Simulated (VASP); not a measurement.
## Ni: single point with PBEsol

The system is Ni.

```
CELL_PARAMETERS angstrom
-1.38372 1.38372 1.38372
1.38372 -1.38372 1.38372
1.38372 1.38372 -1.38372
ATOMIC_POSITIONS crystal
Ni 0.00000 0.00000 0.00000
```

This isn't the form of Ni at room conditions, which is fcc.

```
Program                : VASP 6.6.1
Task                   : single point
Functional             : PBEsol
Potentials or basis    : VASP PAW PBE potentials, release 64 (Ni)
Cutoff                 : 520 eV
k mesh                 : 26 × 26 × 26
Occupations            : methfessel-paxton, width 0.05 eV
Spin                   : collinear spin, ferromagnetic start
Starting moments       : [1.0] μB
Dipole correction      : no
Further INCAR settings : ALGO = Normal; EDIFF = 1e-06; NBANDS = 15
```

The pressure is -2.7 GPa, the net moment is 0.56 μB per cell and the site moments are Ni +0.56 μB. The valence electrons inside the program's atomic spheres are Ni 9.37.

Levels at points of the mesh, in eV from the Fermi level:
Spin up:
| k point | band 1 | band 2 | band 3 | band 4 | band 5 | band 6 | band 7 | band 8 | band 9 | band 10 |
| --- | --- | --- | --- | --- | --- | --- | --- | --- | --- | --- |
| (0.00, 0.00, 0.00) | -9.11 | -2.35 | -2.35 | -2.35 | -0.87 | -0.87 | 26.72 | 26.72 | 26.72 | 31.78 |
| (0.50, 0.00, 0.00) | -4.76 | -3.31 | -0.96 | -0.71 | -0.01 | 0.21 | 6.67 | 19.33 | 20.37 | 24.15 |
| (0.50, 0.50, 0.50) | -4.32 | -4.32 | -0.24 | -0.24 | -0.24 | 9.90 | 9.90 | 9.90 | 15.92 | 15.92 |
Spin down:
| k point | band 1 | band 2 | band 3 | band 4 | band 5 | band 6 | band 7 | band 8 | band 9 | band 10 |
| --- | --- | --- | --- | --- | --- | --- | --- | --- | --- | --- |
| (0.00, 0.00, 0.00) | -9.10 | -1.69 | -1.69 | -1.69 | -0.37 | -0.37 | 26.65 | 26.65 | 26.65 | 31.75 |
| (0.50, 0.00, 0.00) | -4.40 | -2.71 | -0.39 | -0.20 | 0.20 | 0.74 | 7.03 | 19.29 | 20.49 | 24.30 |
| (0.50, 0.50, 0.50) | -3.99 | -3.99 | 0.50 | 0.50 | 0.50 | 9.95 | 9.95 | 9.95 | 16.06 | 16.06 |

Wall time 5.7 min on 1 thread of Intel Xeon 8259CL (shared host), peak memory 0.24 GiB.

Caveat: the PAW data sets were made with another functional, which shifts forces and pressure a little.
